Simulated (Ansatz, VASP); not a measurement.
One calculation of Re, two programs

INCAR

```
SYSTEM = Re
PREC     = Accurate       ! precision mode
ENCUT    = 560            ! plane-wave cutoff, eV
EDIFF    = 1E-6           ! SCF threshold, eV
ISMEAR   = 0              ! smearing method
SIGMA    = 0.01           ! smearing width, eV
LREAL    = .FALSE.        ! projectors in reciprocal space
LASPH    = .TRUE.         ! aspherical terms in the spheres
NELM     = 120            ! most SCF steps
ALGO     = Normal         ! electronic algorithm
ISIF     = 2              ! what is computed and relaxed
LWAVE    = .FALSE.        ! write WAVECAR
LCHARG   = .FALSE.        ! write CHGCAR
GGA      = PE             ! functional
NBANDS   = 22             ! bands
GGA_COMPAT= .FALSE.
```

Contents of KPOINTS:

```
Automatic mesh
0
G
  13 13 7
  0 0 0
```

The input POSCAR:

```
Re
1.0
    2.7768706464      0.0000000000      0.0000000000
   -1.3884353232      2.4048405228      0.0000000000
    0.0000000000      0.0000000000      4.4788142384
Re
2
Direct
    0.3333333333      0.6666666667      0.2500000000
    0.6666666667      0.3333333333      0.7500000000
```

Input for Ansatz:

```yaml
crystal:
  lattice:
    - [2.7768706464, 0.0, 0.0]
    - [-1.3884353232, 2.4048405228, 0.0]
    - [0.0, 0.0, 4.4788142384]
  atoms:
    - { symbol: Re, position: [0.3333333333, 0.6666666667, 0.25] }
    - { symbol: Re, position: [0.6666666667, 0.3333333333, 0.75] }
hamiltonian:
  xc: pbe
  pseudopotentials:
    kind: paw
    azcp:
      Re: "pseudopotentials/Re.paw.azcp"
basis:
  ecutwfc: 420
  fft_grid_basis: typed
kpoints:
  mp_grid: { grid: [13, 13, 7], shift: [0, 0, 0] }
magnetization:
  spin_polarized: false
scf:
  occupations: { method: gaussian, width: 0.01 }
  lower_state_search: "off"
output:
  stress: true
```

Alike in both runs: task single point; functional PBE; k mesh 13 × 13 × 7; occupations gaussian, width 0.01 eV; no spin polarisation.

|  | VASP | Ansatz |
| --- | --- | --- |
| version | VASP 6.6.1 | Ansatz 0.2.0 |
| potentials or method | VASP PAW PBE potentials, release 64 (Re_sv_GW), cutoff 560 eV | plane waves (420 eV) with PAW, scalar-relativistic |
| valence electrons in the cell | 30 | 30 |

```tsv
	VASP	Ansatz	Ansatz less VASP
pressure (GPa)	-1.7	-0.2	+1.50
traceless stress, the component that is largest in VASP (GPa)	0.22	0.20	-0.017
```

With one functional, cell and mesh, what is left measures potentials, basis and numerics.

Spin-orbit coupling is off throughout.
